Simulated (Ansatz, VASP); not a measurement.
One calculation of MgSnO2, two programs

```xyz
4
Lattice="1.5854 0.9153 6.1929 -1.5854 0.9153 6.1929 0.0000 -1.8307 6.1929" Properties=species:S:1:pos:R:3 pbc="T T T"
Mg    0.0000    0.0000    0.0000
Sn    0.0000    0.0000    9.2894
O     0.0000    0.0000   11.3201
O     0.0000    0.0000    7.2587
```

Change from the starting cell: the structure that the rattled cell fell into.

Alike in both runs: task single point; functional PBE; k mesh 6 × 6 × 6; occupations gaussian, width 0.1 eV; no spin polarisation.

|  | VASP | Ansatz |
| --- | --- | --- |
| version | VASP 6.6.1 | Ansatz 0.2.0 |
| potentials or method | VASP PAW PBE potentials, release 64 (Mg_sv, Sn_d, O), cutoff 750 eV | scalar-relativistic, plane waves, PAW |
| valence electrons in the cell | 36 | 36 |

|  | VASP | Ansatz | Ansatz less VASP |
| --- | --- | --- | --- |
| gap on the k mesh at the Fermi level (eV) | 0.18 | 0.18 | 0.000 |
| least direct gap on the mesh (eV) | 0.18 | 0.18 | 0.000 |
| pressure (GPa) | 0.1 | 0.2 | +0.07 |
| traceless stress, the component that is largest in VASP (GPa) | 0.41 | -0.03 | -0.443 |
| rms of the force components (eV/Å) | 0.022 | 0.007 | -0.0152 |

Atom by atom the forces differ by 0.015 eV/Å (rms over components). With one functional, cell and mesh, what is left measures potentials, basis and numerics.
